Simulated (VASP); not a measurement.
# Mo3W (P4/mmm) in VASP: relaxation of cell and atoms with PBE

Aim: the relaxation of cell and atoms of Mo3W with PBE.

Everything below comes from runs of VASP 6.6.1. Logs are shortened: lines on timing, memory, paths and dates and some standing lists are left out, and cuts for length are marked.

### 1 The cell of the first run

It takes space group P4/mmm (No. 123, tetragonal). The conventional cell has a = 4.476 Å, b = 4.476 Å, c = 3.175 Å, α = 90.00°, β = 90.00°, γ = 90.00°. Within 3.6 Å of Mo (site symmetry mmm) lie 10 Mo at 2.74 to 3.18 Å and 4 W at 2.74 Å. Within 3.6 Å of Mo (site symmetry 4/mmm) lie 10 Mo at 2.74 to 3.18 Å and 4 W at 3.16 Å. Within 3.6 Å of W (site symmetry 4/mmm) lie 12 Mo at 2.74 to 3.16 Å and 2 W at 3.18 Å.

### 2 Relaxation of cell and atoms, PBE

Contents of INCAR:

```
SYSTEM = Mo3W
PREC     = Accurate       ! precision mode
ENCUT    = 500            ! plane-wave cutoff, eV
EDIFF    = 1E-7           ! SCF threshold, eV
ISMEAR   = 0              ! smearing method
SIGMA    = 0.1            ! smearing width, eV
LREAL    = .False.        ! projectors in reciprocal space
LASPH    = .True.         ! aspherical terms in the spheres
NELM     = 120            ! most SCF steps
ALGO     = Normal         ! electronic algorithm
ISIF     = 3              ! what is computed and relaxed
LWAVE    = .False.        ! write WAVECAR
LCHARG   = .False.        ! write CHGCAR
GGA      = PE             ! functional
IBRION   = 2              ! ionic algorithm
NSW      = 100            ! ionic steps
EDIFFG   = -0.01          ! ionic threshold
GGA_COMPAT= .False.      
NELMIN   = 4
```

Contents of KPOINTS:

```
Automatic mesh
0
Gamma
  10 10 14
  0 0 0
```

Contents of POSCAR:

```
Mo3W
1.0
    4.4755725067      0.0000000000      0.0000000000
    0.0000000000      4.4755725067      0.0000000000
    0.0000000000      0.0000000000      3.1754520637
Mo W
3 1
Direct
    0.0000000000      0.5000000000      0.5000000000
    0.5000000000      0.0000000000      0.5000000000
    0.5000000000      0.5000000000      0.0000000000
    0.0000000000      0.0000000000      0.0000000000
```

Potentials or basis: VASP PAW PBE potentials, release 64 (Mo_sv, W_sv).

Command:

```sh
> cat potpaw_PBE.64/Mo_sv/POTCAR potpaw_PBE.64/W_sv/POTCAR > POTCAR
> mpirun -np 1 vasp_std > vasp.out
```

OUTCAR:

```text
SYSTEM = Mo3W
   PREC = Accurate
   ENCUT = 500
   EDIFF = 1E-7
   ISMEAR = 0
   LREAL = .False.
   LASPH = .True.
   NELM = 120
   ISIF = 3
   GGA = PE
   IBRION = 2
   NSW = 100
   EDIFFG = -0.01
   NELMIN = 4

 ion  position               nearest neighbor table
   1  0.000  0.500  0.500-   3 2.74   4 2.74   3 2.74   4 2.74   4 2.74   4 2.74   3 2.74   3 2.74
                             2 3.16   2 3.16   2 3.16   2 3.16
   2  0.500  0.000  0.500-   3 2.74   4 2.74   3 2.74   4 2.74   3 2.74   3 2.74   4 2.74   4 2.74
                             1 3.16   1 3.16   1 3.16   1 3.16
   3  0.500  0.500  0.000-   1 2.74   2 2.74   1 2.74   2 2.74   2 2.74   2 2.74   1 2.74   1 2.74
                             4 3.16   4 3.16   4 3.16   4 3.16
   4  0.000  0.000  0.000-   1 2.74   2 2.74   1 2.74   2 2.74   1 2.74   1 2.74   2 2.74   2 2.74
                             3 3.16   3 3.16   3 3.16   3 3.16

  LATTYP: Found a simple tetragonal cell.
 ALAT       =     4.4755725067
 C/A-ratio  =     0.7095074561

  Lattice vectors:

 A1 = (   4.4755725067,   0.0000000000,   0.0000000000)
 A2 = (   0.0000000000,   4.4755725067,   0.0000000000)
 A3 = (   0.0000000000,   0.0000000000,   3.1754520637)

Analysis of symmetry for initial positions (statically):
=====================================================================
 Subroutine PRICEL returns:
 Original cell was already a primitive cell.

 Routine SETGRP: Setting up the symmetry group for a
 simple tetragonal supercell.

 Subroutine GETGRP returns: Found 16 space group operations
 (whereof 16 operations were pure point group operations)
 out of a pool of 16 trial point group operations.

The static configuration has the point symmetry D_4h.

Analysis of symmetry for dynamics (positions and initial velocities):
=====================================================================
 Subroutine PRICEL returns:
 Original cell was already a primitive cell.

 Routine SETGRP: Setting up the symmetry group for a
 simple tetragonal supercell.

 Subroutine GETGRP returns: Found 16 space group operations
 (whereof 16 operations were pure point group operations)
 out of a pool of 16 trial point group operations.

The dynamic configuration has the point symmetry D_4h.

 Subroutine INISYM returns: Found 16 space group operations
 (whereof 16 operations are pure point group operations),
 and found     1 'primitive' translations

[... 105 lines left out ...]
   ISYM   =      2    0-nonsym 1-usesym 2-fastsym
   POTIM  = 0.5000    time-step for ionic-motion
   TEBEG  =    0.0;   TEEND  =   0.0 temperature during run
   PSTRESS=    0.0 pullay stress
   NELECT =      56.0000    total number of electrons
   NUPDOWN=      -1.0000    fix difference up-down
   EMIN   =  10.00;   EMAX   =-10.00  energy-range for DOS
   EFERMI =   0.00;   METHOD = LEGACY
   ISMEAR =     0;   SIGMA  =   0.10  broadening in eV -4-tet -1-fermi 0-gaus
   EFERMI_NEDOS =   21; number of points for ismear=-14 and -15
   IALGO  =     38    algorithm
   IMIX   =      4    mixing-type and parameters
     AMIX     =   0.40;   BMIX     =  1.00
     AMIX_MAG =   1.60;   BMIX_MAG =  1.00
  volume/ion in A,a.u.               =      15.90       107.31
  Fermi-wavevector in a.u.,A,eV,Ry     =   1.569049  2.965073 33.496396  2.461916
  Thomas-Fermi vector in A             =   2.670990
   LORBIT       =      0    0 simple, 1 ext, 2 COOP (PROOUT), +10 PAW based schemes
   GGA     = PE    functional components
   LHFCALC =     F    Hartree Fock is set to
   AEXX    =    0.0000 exact exchange contribution
   IVDW    =     0    specifies the selected vdW correction
   LEPSILON=     F    determine dielectric tensor
   LRPA    =     F    only Hartree local field effects (RPA)
 conjugate gradient relaxation of ions
 non-spin polarized calculation
 Gauss-broadening in eV      SIGMA  =   0.10
  energy-cutoff  :      500.00
  volume of cell :       63.61
 maximum number of plane-waves:      1660
 NGX is ok and might be reduce to    36
   NGX = 17   NGY = 17   NGZ = 11

--------------------------------------- Ionic step        1  -------------------------------------------

 number of electron      56.0000004 magnetization

 Free energy of the ion-electron system (eV)
  ---------------------------------------------------
  ext. energy  EPLUGINS =         0.00000000
  ---------------------------------------------------
  free energy    TOTEN  =       -45.78072599 eV

  energy without entropy =      -45.77040181  energy(sigma->0) =      -45.77556390

------------------------ aborting loop because EDIFF is reached ----------------------------------------

  FORCE on cell =-STRESS in cart. coord.  units (eV):
  Direction    XX          YY          ZZ          XY          YZ          ZX
  --------------------------------------------------------------------------------------
  -------------------------------------------------------------------------------------
  Total        0.1731498      0.1731498     -0.2328912      0.0000000      0.0000000      0.0000000
  in kB        4.3614382      4.3614382     -5.8662536      0.0000000      0.0000000      0.0000000
  external PRESSURE =       0.9522076 kB  Pullay stress =       0.0000000 kB
[... 139 lines left out ...]
--------------------------------------- Ionic step        5  -------------------------------------------

 number of electron      56.0000005 magnetization

 Free energy of the ion-electron system (eV)
  ---------------------------------------------------
  ext. energy  EPLUGINS =         0.00000000
  ---------------------------------------------------
  free energy    TOTEN  =       -45.78119087 eV

  energy without entropy =      -45.77080927  energy(sigma->0) =      -45.77600007

 E-fermi :  12.1018     XC(G=0): -13.3764

 val. band max:       12.0999090166   @ k =   0.1000   0.1000   0.4286
 cond. band min:      12.1022751931   @ k =   0.2000   0.0000   0.3571
 fundamental gap:      0.0023661765
 Fermi energy:        12.1017521010

 k-point     1 :       0.0000    0.0000    0.0000
  band No.  band energies     occupation
      1     -62.0436      2.00000
      2     -49.1389      2.00000
      3     -48.9061      2.00000
      4     -48.8296      2.00000
      5     -26.3462      2.00000
      6     -26.3462      2.00000
[... 853 lines left out ...]
     32      13.9002      0.00000
     33      14.0759      0.00000

 [... further k-points ...]

------------------------ aborting loop because EDIFF is reached ----------------------------------------

  FORCE on cell =-STRESS in cart. coord.  units (eV):
  Direction    XX          YY          ZZ          XY          YZ          ZX
  --------------------------------------------------------------------------------------
  -------------------------------------------------------------------------------------
  Total        0.0001214      0.0001214     -0.0009875      0.0000000      0.0000000      0.0000000
  in kB        0.0030576      0.0030576     -0.0248640      0.0000000      0.0000000      0.0000000
  external PRESSURE =      -0.0062496 kB  Pullay stress =       0.0000000 kB
[... 19 lines left out ...]
  FREE ENERGIE OF THE ION-ELECTRON SYSTEM (eV)
  ---------------------------------------------------
  free  energy   TOTEN  =       -45.7811908696 eV

  energy  without entropy=      -45.7708092670  energy(sigma->0) =      -45.77600007

 reached required accuracy - stopping structural energy minimisation
```

CONTCAR:

```text
Mo3W
   1.00000000000000
     4.4811514202778477    0.0000000000000000    0.0000000000000000
    -0.0000000000000000    4.4811514202778477    0.0000000000000000
    -0.0000000000000000    0.0000000000000000    3.1686925873449083
  Mo              W
     3     1
Direct
     0.0000000000000000    0.5000000000000000    0.5000000000000000
     0.5000000000000000    0.0000000000000000    0.5000000000000000
     0.5000000000000000    0.5000000000000000    0.0000000000000000
     0.0000000000000000    0.0000000000000000    0.0000000000000000

  0.00000000E+00  0.00000000E+00  0.00000000E+00
  0.00000000E+00  0.00000000E+00  0.00000000E+00
  0.00000000E+00  0.00000000E+00  0.00000000E+00
  0.00000000E+00  0.00000000E+00  0.00000000E+00
```

Run time: 16 min. Hardware: 1 thread of Intel Xeon Platinum 8259CL at 2.50GHz (Skylake/Cascade Lake), shared host; peak memory 0.4 GiB.

What came out:

```
Free energy                           : -45.7812 eV
Relaxed volume                        : 15.91 Å³/atom
Relaxed cell                          : a = 4.481 Å, b = 4.481 Å, c = 3.169 Å, α = 90.00°, β = 90.00°, γ = 90.00°
Space group after relaxing (to 0.1 Å) : P4/mmm (No. 123)
Energy gained by relaxing             : 0.1 meV/atom
Ionic steps                           : 5
Pressure after relaxing               : 0.0 GPa
Band gap on the k mesh                : zero (bands 28 and 29 overlap by 2.14 eV)
```

The path:
```csv
step,energy change (eV),largest force (eV/Å),pressure (GPa),volume (Å³)
1,0.0000,0.0000,0.10,63.61
2,-0.0003,0.0000,-0.26,63.69
3,-0.0004,0.0000,-0.14,63.66
4,-0.0004,0.0000,0.34,63.55
5,-0.0005,0.0000,0.00,63.63
```

Final structure:
```
Mo W
1.0
     4.48115    0.00000    0.00000
     0.00000    4.48115    0.00000
     0.00000    0.00000    3.16869
Mo W
3 1
Cartesian
  0.0000 2.2406 1.5843
  2.2406 0.0000 1.5843
  2.2406 2.2406 0.0000
  0.0000 0.0000 0.0000
```

Caveat: spin-orbit coupling is left out, which moves the levels of the heavy elements.
